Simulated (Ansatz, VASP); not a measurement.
**Ti: VASP beside Ansatz**

```
CELL_PARAMETERS angstrom
2.93908 0.00000 0.00000
-1.46954 2.54531 0.00000
0.00000 0.00000 4.65599
ATOMIC_POSITIONS crystal
Ti 0.33333 0.66667 0.25000
Ti 0.66667 0.33333 0.75000
```

Alike in both runs: task single point; functional PBE; k mesh 13 × 13 × 7; occupations fermi-dirac, width 0.1 eV; no spin polarisation.

|  | VASP | Ansatz |
| --- | --- | --- |
| version | VASP 6.6.1 | Ansatz 0.2.0 |
| potentials or method | VASP PAW PBE potentials, release 64 (Ti_sv), cutoff 520 eV | plane waves (420 eV) with PAW, scalar-relativistic |
| valence electrons in the cell | 24 | 24 |

Ansatz gave:

* pressure (GPa): 0.0

Task: Estimate VASP's values.

Result: Pressure (GPa): -0.2.

With one functional, cell and mesh, what is left measures potentials, basis and numerics.
